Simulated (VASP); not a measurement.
# TaSi (wurtzite type) (P6_3mc) in VASP: relaxation of cell and atoms with PBE

Aim: the relaxation of cell and atoms of TaSi (wurtzite type) with PBE.

Everything below comes from runs of VASP 6.6.1. Logs are shortened: lines on timing, memory, paths and dates and some standing lists are left out, and cuts for length are marked.

**1. The cell of the first run**

The structure is hexagonal, space group P6_3mc (No. 186). Conventional cell: a = 3.882 Å, b = 3.882 Å, c = 6.328 Å, α = 90.00°, β = 90.00°, γ = 120.00°. Ta (site symmetry 3m) has 4 Si at 2.37 to 2.38 Å within 3.1 Å. Si (site symmetry 3m) has 4 Ta at 2.37 to 2.38 Å within 3.1 Å.

**2. Relaxation of cell and atoms, PBE, target pressure -0.95 GPa, at which the enthalpy is minimised**

INCAR

```
SYSTEM = TaSi
ALGO = Normal
EDIFF = 1E-6
EDIFFG = -0.005
ENCUT = 600
GGA = PE
IBRION = 2
ISIF = 3
ISMEAR = -1
LASPH = .True.
LCHARG = .False.
LREAL = .False.
LWAVE = .False.
NELM = 60
NSW = 60
PREC = Accurate
PSTRESS = -9.5
SIGMA = 0.05
```

KPOINTS

```
k-points
0
Gamma
  9 9 5
  0 0 0
```

POSCAR

```
TaSi
1.0
    3.8824974628      0.0000000000      0.0000000000
   -1.9412487314      3.3623414329      0.0000000000
    0.0000000000      0.0000000000      6.3284708643
Ta Si
2 2
Direct
    0.3333333333      0.6666666667      0.0000000000
    0.6666666667      0.3333333333      0.5000000000
    0.3333333333      0.6666666667      0.3760000000
    0.6666666667      0.3333333333      0.8760000000
```

Potentials or basis: VASP PAW PBE potentials, release 64 (Ta_pv, Si).

Started as:

```
$ cat potpaw_PBE.64/Ta_pv/POTCAR potpaw_PBE.64/Si/POTCAR > POTCAR
$ mpirun -np 1 vasp_std > vasp.out
```

OUTCAR:

```text
SYSTEM = TaSi
   EDIFF = 1E-6
   EDIFFG = -0.005
   ENCUT = 600
   GGA = PE
   IBRION = 2
   ISIF = 3
   ISMEAR = -1
   LASPH = .True.
   LREAL = .False.
   NELM = 60
   NSW = 60
   PREC = Accurate
   PSTRESS = -9.5

 ion  position               nearest neighbor table
   1  0.333  0.667  0.000-   4 2.37   4 2.37   4 2.37   3 2.38
   2  0.667  0.333  0.500-   3 2.37   3 2.37   3 2.37   4 2.38
   3  0.333  0.667  0.376-   2 2.37   2 2.37   2 2.37   1 2.38
   4  0.667  0.333  0.876-   1 2.37   1 2.37   1 2.37   2 2.38

  LATTYP: Found a hexagonal cell.
 ALAT       =     3.8824974628
 C/A-ratio  =     1.6300000000

  Lattice vectors:

 A1 = (   3.8824974628,   0.0000000000,   0.0000000000)
 A2 = (  -1.9412487314,   3.3623414329,   0.0000000000)
 A3 = (   0.0000000000,   0.0000000000,   6.3284708643)

Analysis of symmetry for initial positions (statically):
=====================================================================
 Subroutine PRICEL returns:
 Original cell was already a primitive cell.

 Routine SETGRP: Setting up the symmetry group for a
 hexagonal supercell.

 Subroutine GETGRP returns: Found 12 space group operations
 (whereof  6 operations were pure point group operations)
 out of a pool of 24 trial point group operations.

The static configuration has the point symmetry C_3v.
 The point group associated with its full space group is C_6v.

Analysis of symmetry for dynamics (positions and initial velocities):
=====================================================================
 Subroutine PRICEL returns:
 Original cell was already a primitive cell.

 Routine SETGRP: Setting up the symmetry group for a
 hexagonal supercell.

 Subroutine GETGRP returns: Found 12 space group operations
 (whereof  6 operations were pure point group operations)
 out of a pool of 24 trial point group operations.

The dynamic configuration has the point symmetry C_3v.
 The point group associated with its full space group is C_6v.

 Subroutine INISYM returns: Found 12 space group operations
 (whereof  6 operations are pure point group operations),
 and found     1 'primitive' translations

----------------------------------------------------------------------------------------

                                     Primitive cell

  volume of cell :      82.6136

  direct lattice vectors                    reciprocal lattice vectors
     3.882497463  0.000000000  0.000000000     0.257566170  0.148705897  0.000000000
[... 81 lines left out ...]
   PREC   = accura    normal or accurate (medium, high low for compatibility)
   ISTART =      0    job   : 0-new  1-cont  2-samecut
   ICHARG =      2    charge: 1-file 2-atom 10-const
   ISPIN  =      1    spin polarized calculation?
   LNONCOLLINEAR =      F non collinear calculations
   LSORBIT =      F    spin-orbit coupling
   LASPH  =      T    aspherical Exc in radial PAW
   ENCUT  =  600.0 eV  44.10 Ry    6.64 a.u.   7.75  7.75 12.64*2*pi/ulx,y,z
   NELM   =     60;   NELMIN=  2; NELMDL= -5     # of ELM steps
   EDIFF  = 0.1E-05   stopping-criterion for ELM
   LREAL  =      F    real-space projection
   EDIFFG = -.5E-02   stopping-criterion for IOM
   NSW    =     60    number of steps for IOM
   IBRION =      2    ionic relax: 0-MD 1-quasi-New 2-CG
   NFREE  =      1    steps in history (QN), initial steepest desc. (CG)
   ISIF   =      3    stress and relaxation
   ISYM   =      2    0-nonsym 1-usesym 2-fastsym
   POTIM  = 0.5000    time-step for ionic-motion
   TEBEG  =    0.0;   TEEND  =   0.0 temperature during run
   PSTRESS=   -9.5 pullay stress
   NELECT =      30.0000    total number of electrons
   NUPDOWN=      -1.0000    fix difference up-down
   EMIN   =  10.00;   EMAX   =-10.00  energy-range for DOS
   EFERMI =   0.00;   METHOD = LEGACY
   ISMEAR =    -1;   SIGMA  =   0.05  broadening in eV -4-tet -1-fermi 0-gaus
   EFERMI_NEDOS =   21; number of points for ismear=-14 and -15
   IALGO  =     38    algorithm
   IMIX   =      4    mixing-type and parameters
     AMIX     =   0.40;   BMIX     =  1.00
     AMIX_MAG =   1.60;   BMIX_MAG =  1.00
  volume/ion in A,a.u.               =      20.65       139.38
  Fermi-wavevector in a.u.,A,eV,Ry     =   1.167969  2.207141 18.560410  1.364152
  Thomas-Fermi vector in A             =   2.304462
   LORBIT       =      0    0 simple, 1 ext, 2 COOP (PROOUT), +10 PAW based schemes
   GGA     = PE    functional components
   LHFCALC =     F    Hartree Fock is set to
   AEXX    =    0.0000 exact exchange contribution
   IVDW    =     0    specifies the selected vdW correction
   LEPSILON=     F    determine dielectric tensor
   LRPA    =     F    only Hartree local field effects (RPA)
 conjugate gradient relaxation of ions
 non-spin polarized calculation
  energy-cutoff  :      600.00
  volume of cell :       82.61
 maximum number of plane-waves:      2798
 NGX is ok and might be reduce to    32
   NGX = 15   NGY = 15   NGZ = 25

--------------------------------------- Ionic step        1  -------------------------------------------

 number of electron      29.9999999 magnetization

 Free energy of the ion-electron system (eV)
  ---------------------------------------------------
  ext. energy  EPLUGINS =         0.00000000
  ---------------------------------------------------
  free energy    TOTEN  =       -29.77598500 eV

  energy without entropy =      -29.73844744  energy(sigma->0) =      -29.75721622

------------------------ aborting loop because EDIFF is reached ----------------------------------------

  FORCE on cell =-STRESS in cart. coord.  units (eV):
  Direction    XX          YY          ZZ          XY          YZ          ZX
  --------------------------------------------------------------------------------------
  -------------------------------------------------------------------------------------
  Total        9.7812705      9.7812705      7.5451292      0.0000000      0.0000000      0.0000000
  in kB      189.6942086    189.6942086    146.3273419      0.0000000      0.0000000      0.0000000
  external PRESSURE =     184.7385864 kB  Pullay stress =      -9.5000000 kB
[... 1176 lines left out ...]
     18       5.1835      0.00000
     19       5.8725      0.00000

 [... further k-points ...]

[... ionic steps 4 to 27 ...]

--------------------------------------- Ionic step       28  -------------------------------------------

 number of electron      30.0000003 magnetization

------------------------ aborting loop because EDIFF is reached ----------------------------------------
[... 75 lines left out ...]
--------------------------------------- Ionic step       30  -------------------------------------------

 number of electron      30.0000003 magnetization

 Free energy of the ion-electron system (eV)
  ---------------------------------------------------
  ext. energy  EPLUGINS =         0.00000000
  ---------------------------------------------------
  free energy    TOTEN  =       -33.48679726 eV

  energy without entropy =      -33.45863322  energy(sigma->0) =      -33.47271524

 E-fermi :   4.8967     XC(G=0): -10.3859

 val. band max:        4.8871834513   @ k =   0.3333   0.1111   0.4000
 cond. band min:       4.9249917331   @ k =   0.3333   0.2222   0.4000
 fundamental gap:      0.0378082817
 Fermi energy:         4.8966766015
[... 563 lines left out ...]
  energy  without entropy=      -33.4586332219  energy(sigma->0) =      -33.47271524

  enthalpy is  TOTEN    =       -33.9873264409 eV   P V=       -0.5005291809

 reached required accuracy - stopping structural energy minimisation
```

CONTCAR:

```text
TaSi
   1.00000000000000
     4.4116134176225739    0.0000000000000000    0.0000000000000000
    -2.2058067088112869    3.8205692913225757    0.0000000000000000
     0.0000000000000000    0.0000000000000000    5.0083059276925939
  Ta              Si
     2     2
Direct
     0.3333333332999970    0.6666666667000030    0.9379901408947603
     0.6666666667000030    0.3333333332999970    0.4379901408947601
     0.3333333332999970    0.6666666667000030    0.4380098591052376
     0.6666666667000030    0.3333333332999970    0.9380098591052374

  0.00000000E+00  0.00000000E+00  0.00000000E+00
  0.00000000E+00  0.00000000E+00  0.00000000E+00
  0.00000000E+00  0.00000000E+00  0.00000000E+00
  0.00000000E+00  0.00000000E+00  0.00000000E+00
```

It took 30 min on 1 thread of Intel Xeon 8259CL, shared host; peak memory 0.29 GiB.

What came out:

- Free energy: -33.4868 eV
- Relaxed volume: 21.10 Å³/atom
- Relaxed cell: a = 4.412 Å, b = 4.412 Å, c = 5.008 Å, α = 90.00°, β = 90.00°, γ = 120.00°
- Space group after relaxing (to 0.1 Å): P6_3/mmc (No. 194)
- Energy change on relaxing (the run minimises the enthalpy): -927.7 meV/atom
- Ionic steps: 30
- Pressure after relaxing: -0.9 GPa
- Band gap on the k mesh: zero (bands 15 and 16 overlap by 1.25 eV)

Step by step:
```
step  energy change (eV)  largest force (eV/Å)  pressure (GPa)  volume (Å³)
   1              0.0000                0.2993           17.52        82.61
   2              0.1110                0.1716          -11.56       114.46
   3             -0.6518                0.2719           -1.51        97.29
   4             -0.6541                0.2733           -1.25        96.97
   5             -0.6558                0.2746           -0.97        96.66
   6             -0.6970                0.4121           -1.10        96.58
   7             -0.8837                0.9046           -1.72        96.19
   8             -1.4703                2.1057           -3.60        94.73
   9             -2.1080                4.9210            2.18        88.92
  10             -2.0551                4.5018           -3.36        92.10
  11             -2.2258                5.1186           -1.40        90.50
  12             -2.2130                5.1925           -0.51        90.06
  13             -2.1924                5.2149            0.05        89.81
  14             -2.3597                4.7951           -0.78        89.85
  15             -2.7777                3.6721           -2.94        89.95
  16             -3.2995                1.9585           -6.01        90.11
  17             -3.4810                0.1210           -8.24        90.28
  18             -3.5187                0.2973           -8.07        90.26
  19             -3.5197                0.4316           -7.97        90.25
  20             -3.5790                0.3510           -6.81        89.10
  21             -3.6932                0.0615           -2.83        85.73
  22             -3.7101                0.0878           -0.88        84.32
  23             -3.7094                0.0734           -1.06        84.45
  24             -3.7101                0.0510           -1.03        84.44
  25             -3.7106                0.0069           -0.97        84.44
  26             -3.7106                0.0086           -0.98        84.44
  27             -3.7105                0.0300           -1.00        84.44
  28             -3.7106                0.0096           -0.98        84.44
  29             -3.7107                0.0069           -0.97        84.43
  30             -3.7108                0.0016           -0.95        84.41
```

Final structure:
```xyz
4
Lattice="4.4116 0.0000 0.0000 -2.2058 3.8206 0.0000 0.0000 0.0000 5.0083" Properties=species:S:1:pos:R:3 pbc="T T T"
Ta    0.0000    2.5470    4.6977
Ta    2.2058    1.2735    2.1936
Si    0.0000    2.5470    2.1937
Si    2.2058    1.2735    4.6978
```

Levels at points of the mesh, in eV from the Fermi level:
| k point | band 13 | band 14 | band 15 | band 16 | band 17 | band 18 |
| --- | --- | --- | --- | --- | --- | --- |
| (0.00, 0.00, 0.00) | -2.41 | -1.01 | -1.01 | -0.07 | 1.78 | 1.78 |

Caveat: the cell is relaxed towards a set pressure, so the run minimises the enthalpy, not the energy; a cell axis changed by over 15 % at a fixed basis, so the end point is rough; spin-orbit coupling is left out, which moves the levels of the heavy elements.

The gap in the log of VASP goes by the Fermi energy; the results here count the filled bands.